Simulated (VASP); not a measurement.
# Si (Fmmm) in VASP: further runs, part 2 of 2

VASP 6.6.1. The steps go on from the part before.

## Step 3: Single point, PBEsol

This run uses another cell than the first one, of 15.25 Å³/atom.

File INCAR:

```
SYSTEM = Si
PREC = Accurate ; ENCUT = 520
EDIFF = 1E-6 ; ISMEAR = 0
SIGMA = 0.03 ; LREAL = .False.
LASPH = .True. ; NELM = 60
ALGO = Normal ; ISIF = 2
LWAVE = .False. ; LCHARG = .True.
GGA = PS ; LELF = .True.
LVHAR = .True. ; NBANDS = 16
```

File KPOINTS:

```
Automatic mesh
0
Gamma
  10 10 10
  0 0 0
```

File POSCAR:

```
Si
1.0
   -2.9788397578      2.9788397578      1.9186812134
    2.9788397578     -2.9788397578      1.9186812134
    2.6688796291      2.6688796291     -1.9186812134
Si
4
Direct
    0.1787304307      0.1787304307      0.3574608614
    0.8212695693      0.8212695693      0.6425391386
    0.1787304307      0.8212695693      0.0000000000
    0.8212695693      0.1787304307      0.0000000000
```

Potentials or basis: VASP PAW PBE potentials, release 64 (Si).

Run with:

```
cat potpaw_PBE.64/Si/POTCAR > POTCAR
mpirun -np 1 vasp_std > vasp.out
```

OUTCAR:

```text
SYSTEM = Si
   PREC = Accurate
   ENCUT = 520
   EDIFF = 1E-6
   ISMEAR = 0
   LREAL = .False.
   LASPH = .True.
   NELM = 60
   ISIF = 2
   GGA = PS

 ion  position               nearest neighbor table
   1  0.179  0.179  0.357-   3 2.02   4 2.02   2 2.20   2 2.20   2 2.70
   2  0.821  0.821  0.643-   3 2.02   4 2.02   1 2.20   1 2.20   1 2.70
   3  0.179  0.821  0.000-   1 2.02   2 2.02   4 2.26   4 2.26   4 3.01
   4  0.821  0.179  0.000-   1 2.02   2 2.02   3 2.26   3 2.26   3 3.01

  LATTYP: Found a face centered orthorhombic cell.
 ALAT       =     3.8373624268
 B/A-ratio  =     1.9671666880
 C/A-ratio  =     2.1956308094

  Lattice vectors:

 A1 = (  -0.3099601287,   5.6477193869,   0.0000000000)
 A2 = (  -2.9788397578,   2.9788397578,   1.9186812134)
 A3 = (   2.6688796291,   2.6688796291,   1.9186812134)

Analysis of symmetry for initial positions (statically):
=====================================================================
 Subroutine PRICEL returns:
 Original cell was already a primitive cell.

 Routine SETGRP: Setting up the symmetry group for a
 face centered orthorhombic supercell.

 Subroutine GETGRP returns: Found  8 space group operations
 (whereof  8 operations were pure point group operations)
 out of a pool of  8 trial point group operations.

The static configuration has the point symmetry D_2h.

Analysis of symmetry for dynamics (positions and initial velocities):
=====================================================================
 Subroutine PRICEL returns:
 Original cell was already a primitive cell.

 Routine SETGRP: Setting up the symmetry group for a
 face centered orthorhombic supercell.

 Subroutine GETGRP returns: Found  8 space group operations
 (whereof  8 operations were pure point group operations)
 out of a pool of  8 trial point group operations.

The dynamic configuration has the point symmetry D_2h.

 Subroutine INISYM returns: Found  8 space group operations
 (whereof  8 operations are pure point group operations),
 and found     1 'primitive' translations

----------------------------------------------------------------------------------------

                                     Primitive cell

  volume of cell :      61.0153

  direct lattice vectors                    reciprocal lattice vectors
    -2.978839758  2.978839758  1.918681213     0.009746972  0.177597558  0.260595661
     2.978839758 -2.978839758  1.918681213     0.177597558  0.009746972  0.260595661
     2.668879629  2.668879629 -1.918681213     0.187344530  0.187344530  0.000000000

  length of vectors
     4.629072283  4.629072283  4.234049427     0.315509104  0.315509104  0.264945175

  position of ions in fractional coordinates (direct lattice)
     0.178730431  0.178730431  0.357460861
     0.821269569  0.821269569  0.642539139
     0.178730431  0.821269569  0.000000000
     0.821269569  0.178730431  0.000000000

  ion indices of the primitive-cell ions
   primitive index   ion index
                 1           1
                 2           2
                 3           3
                 4           4

----------------------------------------------------------------------------------------

[... 25 lines left out ...]
            Coordinates               Weight
  0.000000  0.000000  0.000000      1.000000
  0.100000  0.000000 -0.000000      8.000000
  0.200000  0.000000 -0.000000      8.000000
  0.300000  0.000000 -0.000000      8.000000
  0.400000  0.000000 -0.000000      8.000000
  0.500000  0.000000 -0.000000      4.000000
[... 16 lines left out ...]
  0.300000  0.300000  0.000000      4.000000
  0.400000  0.300000  0.000000      8.000000
 [... further k-points ...]
   k-points           NKPTS =    171   k-points in BZ     NKDIM =    171   number of bands    NBANDS=     16
   number of dos      NEDOS =    301   number of ions     NIONS =      4
   total plane-waves  NPLWV =  41472
   dimension x,y,z NGX =    36 NGY =   36 NGZ =   32
   dimension x,y,z NGXF=    72 NGYF=   72 NGZF=   64
   ions per type =               4
   NGX,Y,Z   is equivalent  to a cutoff of  12.93, 12.93, 12.56 a.u.
   NGXF,Y,Z  is equivalent  to a cutoff of  25.86, 25.86, 25.13 a.u.
 SYSTEM =  Si
   PREC   = accura    normal or accurate (medium, high low for compatibility)
   ISTART =      0    job   : 0-new  1-cont  2-samecut
   ICHARG =      2    charge: 1-file 2-atom 10-const
   ISPIN  =      1    spin polarized calculation?
   LNONCOLLINEAR =      F non collinear calculations
   LSORBIT =      F    spin-orbit coupling
   LASPH  =      T    aspherical Exc in radial PAW
   ENCUT  =  520.0 eV  38.22 Ry    6.18 a.u.   8.61  8.61  7.87*2*pi/ulx,y,z
   NELM   =     60;   NELMIN=  2; NELMDL= -5     # of ELM steps
   EDIFF  = 0.1E-05   stopping-criterion for ELM
   LREAL  =      F    real-space projection
   EDIFFG = 0.1E-04   stopping-criterion for IOM
   NSW    =      0    number of steps for IOM
   IBRION =     -1    ionic relax: 0-MD 1-quasi-New 2-CG
   NFREE  =      0    steps in history (QN), initial steepest desc. (CG)
   ISIF   =      2    stress and relaxation
   ISYM   =      2    0-nonsym 1-usesym 2-fastsym
   POTIM  = 0.5000    time-step for ionic-motion
   TEBEG  =    0.0;   TEEND  =   0.0 temperature during run
   PSTRESS=    0.0 pullay stress
   NELECT =      16.0000    total number of electrons
   NUPDOWN=      -1.0000    fix difference up-down
   EMIN   =  10.00;   EMAX   =-10.00  energy-range for DOS
   EFERMI =   0.00;   METHOD = LEGACY
   ISMEAR =     0;   SIGMA  =   0.03  broadening in eV -4-tet -1-fermi 0-gaus
   EFERMI_NEDOS =   21; number of points for ismear=-14 and -15
   IALGO  =     38    algorithm
   IMIX   =      4    mixing-type and parameters
     AMIX     =   0.40;   BMIX     =  1.00
     AMIX_MAG =   1.60;   BMIX_MAG =  1.00
  volume/ion in A,a.u.               =      15.25       102.94
  Fermi-wavevector in a.u.,A,eV,Ry     =   1.047857  1.980162 14.939243  1.098003
  Thomas-Fermi vector in A             =   2.182754
   LORBIT       =      0    0 simple, 1 ext, 2 COOP (PROOUT), +10 PAW based schemes
   GGA     = PS    functional components
   LHFCALC =     F    Hartree Fock is set to
   AEXX    =    0.0000 exact exchange contribution
   IVDW    =     0    specifies the selected vdW correction
   LEPSILON=     F    determine dielectric tensor
   LRPA    =     F    only Hartree local field effects (RPA)
 non-spin polarized calculation
 Gauss-broadening in eV      SIGMA  =   0.03
  energy-cutoff  :      520.00
  volume of cell :       61.02
 maximum number of plane-waves:      1663
   NGX = 17   NGY = 17   NGZ = 15

 number of electron      16.0000001 magnetization

 Free energy of the ion-electron system (eV)
  ---------------------------------------------------
  ext. energy  EPLUGINS =         0.00000000
  ---------------------------------------------------
  free energy    TOTEN  =       -18.59679377 eV

  energy without entropy =      -18.59655122  energy(sigma->0) =      -18.59667249

 E-fermi :   8.5610     XC(G=0): -10.5919

 val. band max:        8.5353071553   @ k =   0.1000   0.1000   0.0000
 cond. band min:       8.5713131846   @ k =  -0.1000   0.1000   0.4000
 fundamental gap:      0.0360060293
 Fermi energy:         8.5609806416

 k-point     1 :       0.0000    0.0000    0.0000
  band No.  band energies     occupation
      1      -5.6914      2.00000
      2       1.8075      2.00000
      3       1.9545      2.00000
      4       3.5931      2.00000
      5       3.7280      2.00000
      6       6.2120      2.00000
[... 433 lines left out ...]
      3       0.5714      2.00000
      4       3.3371      2.00000
      5       3.9523      2.00000
      6       5.4603      2.00000
[... 8 lines left out ...]
     15      15.2755      0.00000
     16      15.5800      0.00000

 [... further k-points ...]

------------------------ aborting loop because EDIFF is reached ----------------------------------------

  FORCE on cell =-STRESS in cart. coord.  units (eV):
  Direction    XX          YY          ZZ          XY          YZ          ZX
  --------------------------------------------------------------------------------------
  -------------------------------------------------------------------------------------
  Total       26.9383692     26.9383692      8.4231739     -2.9936211     -0.0000000      0.0000000
  in kB      707.3639795    707.3639795    221.1807915    -78.6083131     -0.0000000      0.0000000
  external PRESSURE =     545.3029168 kB  Pullay stress =       0.0000000 kB

 VOLUME and BASIS-vectors are now :
 -----------------------------------------------------------------------------
  energy-cutoff  :      520.00
  volume of cell :       61.02
      direct lattice vectors                 reciprocal lattice vectors
    -2.978839758  2.978839758  1.918681213     0.009746972  0.177597558  0.260595661
     2.978839758 -2.978839758  1.918681213     0.177597558  0.009746972  0.260595661
     2.668879629  2.668879629 -1.918681213     0.187344530  0.187344530  0.000000000

 POSITION                                       TOTAL-FORCE (eV/Angst)
 -----------------------------------------------------------------------------------
      0.95402      0.95402      0.00000         3.672593      3.672593      0.000000
      1.71486      1.71486      1.91868        -3.672593     -3.672593     -0.000000
      1.91402     -1.91402      1.91868        -5.147706      5.147706      0.000000
     -1.91402      1.91402      1.91868         5.147706     -5.147706      0.000000
 -----------------------------------------------------------------------------------
    total drift:                               -0.000000     -0.000000     -0.000000

  FREE ENERGIE OF THE ION-ELECTRON SYSTEM (eV)
  ---------------------------------------------------
  free  energy   TOTEN  =       -18.5967937662 eV

  energy  without entropy=      -18.5965512219  energy(sigma->0) =      -18.59667249
```

Run time: 1.9 min. Hardware: 1 thread of AMD EPYC 9R45 (Zen 5), shared host; peak memory 0.23 GiB.

Results:

* Free energy: -18.5968 eV
* Pressure: 54.5 GPa
* Largest force: 7.280 eV/Å
* Band gap on the k mesh: zero (bands 8 and 9 overlap by 1.28 eV)

Forces in eV/Å, atoms in the order of the input:
```
Si   3.673  3.673  0.000
Si  -3.673 -3.673  0.000
Si  -5.148  5.148  0.000
Si   5.148 -5.148  0.000
```

Levels at points of the mesh, in eV from the Fermi level:
```tsv
k point	band 4	band 5	band 6	band 7	band 8	band 9	band 10	band 11	band 12	band 13
(0.00, 0.00, 0.00)	-4.97	-4.83	-2.35	-1.80	-0.63	-0.19	1.64	1.95	3.02	3.86
(0.50, 0.00, 0.00)	-5.99	-5.38	-4.23	-2.74	-0.52	1.02	3.10	4.13	5.07	6.42
(0.50, 0.50, 0.00)	-4.20	-2.97	-2.68	-2.40	-1.00	1.12	1.38	2.30	4.16	4.60
(0.00, 0.00, 0.50)	-5.43	-3.75	-3.47	-2.44	-1.28	0.41	1.04	3.87	5.06	6.24
(0.50, 0.50, 0.50)	-6.50	-4.88	-1.45	0.07	0.32	1.89	3.57	4.40	5.07	5.15
```

Caveat: the stress differs along the axes, from 22 to 71 GPa; the PAW data sets were made with another functional, which shifts forces and pressure a little.

## Step 4: Single point, PBEsol

This run uses another cell than the first one, of 17.05 Å³/atom.

File INCAR:

```
PREC = Accurate
ENCUT = 520
EDIFF = 1E-6
ISMEAR = 0
SIGMA = 0.03
LREAL = False
LASPH = True
NELM = 100
ALGO = Normal
ISIF = 2
LWAVE = False
LCHARG = False
GGA = PS
NBANDS = 16
```

File KPOINTS:

```
Automatic mesh
0
Gamma
  10 10 10
```

File POSCAR:

```
Si
1.0
   -3.2225222385      3.2225222385      1.9186812134
    3.2225222385     -3.2225222385      1.9186812134
    2.7574159360      2.7574159360     -1.9186812134
Si
4
Direct
    0.1787304307      0.1787304307      0.3574608614
    0.8212695693      0.8212695693      0.6425391386
    0.1787304307      0.8212695693      0.0000000000
    0.8212695693      0.1787304307      0.0000000000
```

Run with:

```
cat potpaw_PBE.64/Si/POTCAR > POTCAR
mpirun -np 1 vasp_std > vasp.out
```

Run time: 2.2 min. Hardware: 1 thread of AMD EPYC 9R45 (Zen 5), shared host; peak memory 0.25 GiB.

The run converged. Its results:

| Quantity | Value |
| --- | --- |
| Free energy | -20.9776 eV |
| Pressure | 27.1 GPa |
| Largest force | 3.999 eV/Å |
| Band gap on the k mesh | zero (bands 8 and 9 overlap by 0.92 eV) |

Forces in eV/Å, atoms in the order of the input:
```
Si   1.372  1.372  0.000
Si  -1.372 -1.372  0.000
Si  -2.828  2.828  0.000
Si   2.828 -2.828  0.000
```

Stress tensor (GPa, compression positive):
```
34.25 -1.70  0.00
-1.70 34.25  0.00
 0.00  0.00 12.82
```

Levels at points of the mesh, in eV from the Fermi level:
| k point | band 5 | band 6 | band 7 | band 8 | band 9 | band 10 | band 11 | band 12 |
| --- | --- | --- | --- | --- | --- | --- | --- | --- |
| (0.00, 0.00, 0.00) | -4.55 | -2.42 | -1.68 | -0.69 | 0.21 | 1.50 | 1.88 | 2.96 |
| (0.50, 0.00, 0.00) | -5.19 | -4.13 | -2.84 | -1.25 | 0.77 | 2.18 | 3.62 | 4.70 |
| (0.50, 0.50, 0.00) | -2.61 | -2.53 | -2.42 | -1.85 | 1.15 | 1.50 | 1.83 | 3.18 |
| (0.00, 0.00, 0.50) | -3.75 | -3.55 | -2.19 | -1.88 | 0.34 | 1.20 | 3.59 | 4.77 |
| (0.50, 0.50, 0.50) | -4.39 | -1.01 | -0.77 | -0.14 | 1.53 | 3.29 | 3.66 | 4.34 |

Caveat: the stress differs along the axes, from 13 to 34 GPa; the PAW data sets were made with another functional, which shifts forces and pressure a little.

## Step 5: The runs side by side

| cell | gap on the mesh (eV) | pressure (GPa) | largest force (eV/Å) |
| --- | --- | --- | --- |
| a = 4.729, b = 4.729, c = 4.137 Å, angles 100.8, 100.8, 132.1°, 4 atoms | none | 53.6 | 7.56 |
| a = 4.629, b = 4.629, c = 4.234 Å, angles 100.8, 100.8, 131.0°, 4 atoms | none | 54.5 | 7.28 |
| a = 4.945, b = 4.945, c = 4.346 Å, angles 99.9, 99.9, 134.3°, 4 atoms | none | 27.1 | 4.00 |

Alike in all rows: task single point; level PBEsol; potentials or basis VASP PAW PBE potentials, release 64 (Si); no spin polarisation; k mesh 10 × 10 × 10; cutoff (eV) 520; smearing gaussian 0.03 eV.

Caveats: the PAW data sets were made with another functional, which shifts forces and pressure a little; the stress differs along the axes, from 24 to 69 GPa (at least some runs); the stress differs along the axes, from 22 to 71 GPa (at least some runs); the stress differs along the axes, from 13 to 34 GPa (at least some runs).

Total energies depend on the potentials used, so only differences within one code and one set of settings carry meaning.

The gap in the log of VASP goes by the Fermi energy; the results here count the filled bands.